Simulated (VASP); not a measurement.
# MoSe2 in VASP: single point with PBEsol

Aim: the single point of MoSe2 with PBEsol.

Program: VASP 6.6.1. These are calculated values, not measurements. Logs are shortened: lines on timing, memory, paths and dates and some standing lists are left out, and cuts for length are marked.

**1. The cell of the first run**

The cell holds a slab with vacuum, 21 atoms: a = 5.667 Å, b = 6.832 Å, c = 24.816 Å, α = 90.00°, β = 90.00°, γ = 73.95°.

**2. Single point, PBEsol**

File INCAR:

```
PREC = Accurate
ENCUT = 520
EDIFF = 1E-6
ISMEAR = 0
SIGMA = 0.05
LREAL = Auto
LASPH = True
NELM = 60
ALGO = Normal
ISIF = 2
LWAVE = False
LCHARG = False
LDIPOL = True
IDIPOL = 3
DIPOL = 0.5 0.5 0.500
GGA = PS
NBANDS = 107
KPAR = 4
```

File KPOINTS:

```
Automatic mesh
0
Gamma
  5 4 1
```

File POSCAR:

```
MoSe2
1.0
    5.6673725651      0.0000000000      0.0000000000
    1.8891241884      6.5652401496      0.0000000000
    0.0000000000      0.0000000000     24.8161772282
Mo Se
7 14
Direct
    0.8331692701      0.0004921898      0.3022222130
    0.3331692701      0.0004921898      0.3681481420
    0.8331692701      0.0004921898      0.4340740710
    0.3331692701      0.0004921898      0.5000000000
    0.8331692701      0.0004921898      0.5659259290
    0.3331692701      0.0004921898      0.6318518580
    0.8331692701      0.0004921898      0.6977777870
    0.2509601332      0.7471196005      0.3022222130
    0.0821039301      0.2536882098      0.3022222130
    0.7509601332      0.7471196005      0.3681481420
    0.5821039301      0.2536882098      0.3681481420
    0.2509601332      0.7471196005      0.4340740710
    0.0821039301      0.2536882098      0.4340740710
    0.7509601332      0.7471196005      0.5000000000
    0.5821039301      0.2536882098      0.5000000000
    0.2509601332      0.7471196005      0.5659259290
    0.0821039301      0.2536882098      0.5659259290
    0.7509601332      0.7471196005      0.6318518580
    0.5821039301      0.2536882098      0.6318518580
    0.2509601332      0.7471196005      0.6977777870
    0.0821039301      0.2536882098      0.6977777870
```

Potentials or basis: VASP PAW PBE potentials, release 64 (Mo_sv, Se).

Command:

```console
$ cat potpaw_PBE.64/Mo_sv/POTCAR potpaw_PBE.64/Se/POTCAR > POTCAR
$ mpirun -np 4 vasp_std > vasp.out
```

OUTCAR:

```text
PREC = Accurate
   ENCUT = 520
   EDIFF = 1E-6
   ISMEAR = 0
   LREAL = Auto
   LASPH = True
   NELM = 60
   ISIF = 2
   GGA = PS

 ion  position               nearest neighbor table
   1  0.833  0.000  0.302-  11 2.52   9 2.52  10 2.52   8 2.52   3 3.27   2 3.27   2 3.27
   2  0.333  0.000  0.368-  13 2.52   9 2.52  11 2.52  12 2.52   8 2.52  10 2.52   4 3.27   3 3.27
                             3 3.27   1 3.27   1 3.27
   3  0.833  0.000  0.434-  11 2.52  15 2.52  13 2.52  10 2.52  14 2.52  12 2.52   1 3.27   5 3.27
                             2 3.27   2 3.27   4 3.27   4 3.27
   4  0.333  0.000  0.500-  13 2.52  17 2.52  15 2.52  16 2.52  12 2.52  14 2.52   2 3.27   6 3.27
                             5 3.27   3 3.27   3 3.27   5 3.27
   5  0.833  0.000  0.566-  19 2.52  15 2.52  17 2.52  18 2.52  14 2.52  16 2.52   7 3.27   3 3.27
                             6 3.27   6 3.27   4 3.27   4 3.27
   6  0.333  0.000  0.632-  17 2.52  21 2.52  19 2.52  16 2.52  20 2.52  18 2.52   4 3.27   5 3.27
                             5 3.27   7 3.27   7 3.27
   7  0.833  0.000  0.698-  19 2.52  21 2.52  18 2.52  20 2.52   5 3.27   6 3.27   6 3.27
   8  0.251  0.747  0.302-   2 2.52   1 2.52
   9  0.082  0.254  0.302-   2 2.52   1 2.52
  10  0.751  0.747  0.368-   3 2.52   1 2.52   2 2.52
  11  0.582  0.254  0.368-   3 2.52   1 2.52   2 2.52
  12  0.251  0.747  0.434-   2 2.52   4 2.52   3 2.52
  13  0.082  0.254  0.434-   2 2.52   4 2.52   3 2.52
  14  0.751  0.747  0.500-   3 2.52   5 2.52   4 2.52
  15  0.582  0.254  0.500-   3 2.52   5 2.52   4 2.52
  16  0.251  0.747  0.566-   6 2.52   4 2.52   5 2.52
  17  0.082  0.254  0.566-   6 2.52   4 2.52   5 2.52
  18  0.751  0.747  0.632-   5 2.52   7 2.52   6 2.52
  19  0.582  0.254  0.632-   5 2.52   7 2.52   6 2.52
  20  0.251  0.747  0.698-   6 2.52   7 2.52
  21  0.082  0.254  0.698-   6 2.52   7 2.52

  LATTYP: Found a simple monoclinic cell.
 ALAT       =     5.6673725651
 B/A-ratio  =     4.3787799272
 C/A-ratio  =     1.2054316033
 COS(beta)  =    -0.2765261276

  Lattice vectors:

 A1 = (   5.6673725651,   0.0000000000,   0.0000000000)
 A2 = (   0.0000000000,   0.0000000000,  24.8161772282)
 A3 = (  -1.8891241884,  -6.5652401496,   0.0000000000)

Analysis of symmetry for initial positions (statically):
=====================================================================
 Subroutine PRICEL returns:
 Original cell was already a primitive cell.

 Routine SETGRP: Setting up the symmetry group for a
 simple monoclinic supercell.

 Subroutine GETGRP returns: Found  2 space group operations
 (whereof  2 operations were pure point group operations)
 out of a pool of  4 trial point group operations.

The static configuration has the point symmetry C_1h.

Analysis of symmetry for dynamics (positions and initial velocities):
[... 154 lines left out ...]
     AMIX     =   0.40;   BMIX     =  1.00
     AMIX_MAG =   1.60;   BMIX_MAG =  1.00
  volume/ion in A,a.u.               =      43.97       296.72
  Fermi-wavevector in a.u.,A,eV,Ry     =   0.952744  1.800425 12.350295  0.907721
  Thomas-Fermi vector in A             =   2.081335
   LORBIT       =      0    0 simple, 1 ext, 2 COOP (PROOUT), +10 PAW based schemes
   GGA     = PS    functional components
   LHFCALC =     F    Hartree Fock is set to
   AEXX    =    0.0000 exact exchange contribution
   IVDW    =     0    specifies the selected vdW correction
   LEPSILON=     F    determine dielectric tensor
   LRPA    =     F    only Hartree local field effects (RPA)
 non-spin polarized calculation
 Gauss-broadening in eV      SIGMA  =   0.05
  energy-cutoff  :      520.00
  volume of cell :      923.35
 maximum number of plane-waves:     24904
 NGX is ok and might be reduce to    42
   NGX = 21   NGY = 25   NGZ = 93

 dipolmoment           0.000000      0.000000     -0.000000 electrons x Angstroem

 number of electron     181.9999981 magnetization

 dipolmoment           0.000000      0.000000      0.000000 electrons x Angstroem

 Free energy of the ion-electron system (eV)
  ---------------------------------------------------
  ext. energy  EPLUGINS =         0.00000000
  ---------------------------------------------------
  free energy    TOTEN  =      -142.39809726 eV

  energy without entropy =     -142.39717199  energy(sigma->0) =     -142.39763462

 E-fermi :   0.5340     XC(G=0):  -5.6484

 val. band max:        0.4738190101   @ k =   0.0000   0.5000   0.0000
 cond. band min:       0.5943539427   @ k =   0.0000   0.0000   0.0000
 fundamental gap:      0.1205349326
 Fermi energy:         0.5340262132

 k-point     1 :       0.0000    0.0000    0.0000
  band No.  band energies     occupation
      1     -60.7961      2.00000
      2     -60.7961      2.00000
      3     -60.6803      2.00000
      4     -60.6729      2.00000
      5     -60.5654      2.00000
      6     -60.5256      2.00000
[... 1155 lines left out ...]
    102       2.2276      0.00000
    103       2.3146      0.00000
 [bands above 103 left out]

------------------------ aborting loop because EDIFF is reached ----------------------------------------

 vacuum level on the upper side and lower side of the slab       (xc-potential included)        -0.129        -0.129

  FORCE on cell =-STRESS in cart. coord.  units (eV):
  Direction    XX          YY          ZZ          XY          YZ          ZX
  --------------------------------------------------------------------------------------
  -------------------------------------------------------------------------------------
  Total      -10.9091232     -6.7908106     -2.4662513     -0.2014117      0.0000000      0.0000000
  in kB      -18.9292394    -11.7832458     -4.2793780     -0.3494846      0.0000000      0.0000000
  external PRESSURE =     -11.6639544 kB  Pullay stress =       0.0000000 kB

 VOLUME and BASIS-vectors are now :
 -----------------------------------------------------------------------------
  energy-cutoff  :      520.00
  volume of cell :      923.35
      direct lattice vectors                 reciprocal lattice vectors
     5.667372565  0.000000000  0.000000000     0.176448608 -0.050772451  0.000000000
     1.889124188  6.565240150  0.000000000     0.000000000  0.152317353  0.000000000
     0.000000000  0.000000000 24.816177228     0.000000000  0.000000000  0.040296295

 POSITION                                       TOTAL-FORCE (eV/Angst)
 -----------------------------------------------------------------------------------
      4.72281      0.00323      7.50000         0.907926     -0.022095      1.913858
      1.88912      0.00323      9.13603         0.508858      0.070053      0.007560
      4.72281      0.00323     10.77206        -0.105860      0.001078      0.130721
      1.88912      0.00323     12.40809        -0.201960      0.023751      0.000000
      4.72281      0.00323     14.04412        -0.105860      0.001078     -0.130721
      1.88912      0.00323     15.68015         0.508858      0.070053     -0.007560
[... 13 lines left out ...]
      2.83369      4.90502     17.31618        -0.646811      0.573992      0.559952
      0.94456      1.66552     17.31618        -0.617924     -0.600801      0.494390
 -----------------------------------------------------------------------------------
    total drift:                               -0.019280     -0.011385      0.000000

  FREE ENERGIE OF THE ION-ELECTRON SYSTEM (eV)
  ---------------------------------------------------
  free  energy   TOTEN  =      -142.3980972558 eV

  energy  without entropy=     -142.3971719933  energy(sigma->0) =     -142.39763462

 vacuum level on the upper side and lower side of the slab         4.856         4.856
```

OSZICAR:

```text
N       E                     dE             d eps       ncg     rms          rms(c)
DAV:   1     0.149548378468E+04    0.14955E+04   -0.93633E+04  2994   0.143E+03
DAV:   2    -0.148216733597E+02   -0.15103E+04   -0.14743E+04  3037   0.321E+02
DAV:   3    -0.146308382505E+03   -0.13149E+03   -0.12884E+03  2748   0.822E+01
[... 22 lines left out ...]
DAV:  26    -0.142398066683E+03   -0.42353E-04   -0.13993E-06  1876   0.174E-03    0.248E-03
DAV:  27    -0.142398087802E+03   -0.21119E-04   -0.80521E-07  1780   0.178E-03    0.139E-03
DAV:  28    -0.142398093309E+03   -0.55067E-05   -0.29046E-07  1644   0.122E-03    0.648E-04
DAV:  29    -0.142398096497E+03   -0.31882E-05   -0.14757E-07  1550   0.605E-04    0.503E-04
DAV:  30    -0.142398097256E+03   -0.75860E-06   -0.53673E-08  1507   0.431E-04
   1 F= -.14239810E+03 E0= -.14239763E+03  d E =-.925262E-03
```

It took 29 min on 4 MPI ranks of Oxide Virtual Turin-like, shared host; peak memory 1.3 GiB.

What came out:

- Free energy: -142.3981 eV
- Largest force: 2.118 eV/Å
- Band gap on the k mesh: 0.12 eV (least direct gap 0.17 eV)

Forces in eV/Å, atoms in the order of the input:
```
Mo   0.908 -0.022  1.914
Mo   0.509  0.070  0.008
Mo  -0.106  0.001  0.131
Mo  -0.202  0.024  0.000
Mo  -0.106  0.001 -0.131
Mo   0.509  0.070 -0.008
Mo   0.908 -0.022 -1.914
Se  -0.647  0.574 -0.560
Se  -0.618 -0.601 -0.494
Se  -0.029  0.162 -0.495
Se  -0.054 -0.181 -0.495
Se   0.054 -0.038 -0.013
Se   0.031  0.034 -0.015
Se   0.052 -0.083  0.000
Se   0.055  0.062  0.000
Se   0.054 -0.038  0.013
Se   0.031  0.034  0.015
Se  -0.029  0.162  0.495
Se  -0.054 -0.181  0.495
Se  -0.647  0.574  0.560
Se  -0.618 -0.601  0.494
```

Caveat: the PAW data sets were made with another functional, which shifts forces and pressure a little.
